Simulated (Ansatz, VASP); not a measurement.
## One calculation of Si2Ge3, two programs

```xyz
10
Lattice="2.9220 0.0000 0.0000 -1.4610 2.5306 0.0000 0.0000 0.0000 23.8681" Properties=species:S:1:pos:R:3 pbc="T T T"
Si    0.0000    1.6870   16.7077
Si    0.0000    1.6870    7.1604
Si    1.4610    0.8435    9.5472
Si    1.4610    0.8435   14.3209
Ge    0.0000    1.6870   21.4813
Ge    0.0000    1.6870    2.3868
Ge    0.0000    1.6870   11.9341
Ge    1.4610    0.8435   19.0945
Ge    1.4610    0.8435    0.0000
Ge    1.4610    0.8435    4.7736
```

Alike in both runs: task single point; functional PBE; k mesh 6 × 6 × 1; occupations gaussian, width 0.1 eV; no spin polarisation.

|  | VASP | Ansatz |
| --- | --- | --- |
| version | VASP 6.6.1 | Ansatz 0.2.0 |
| potentials or method | VASP PAW PBE potentials, release 64 (Si, Ge_d), cutoff 520 eV | scalar-relativistic, plane waves, PAW |
| valence electrons in the cell | 100 | 100 |

Ansatz gave:

| Item | Value |
| --- | --- |
| gap on the k mesh at the Fermi level (eV) | none |
| pressure (GPa) | 0.0 |
| traceless stress, the component that is largest in VASP (GPa) | -0.35 |
| rms of the force components (eV/Å) | 0.185 |

Q: What did VASP give for the same quantities?

A: gap on the k mesh at the Fermi level (eV): none; pressure (GPa): 0.0; traceless stress, the component that is largest in VASP (GPa): -0.34; rms of the force components (eV/Å): 0.186.

Atom by atom the forces differ by 0.001 eV/Å (rms over components). A gap of «none» marks a metal or a gap that the smearing closes.

The k mesh is coarse, so the values compare programs but aren't converged.
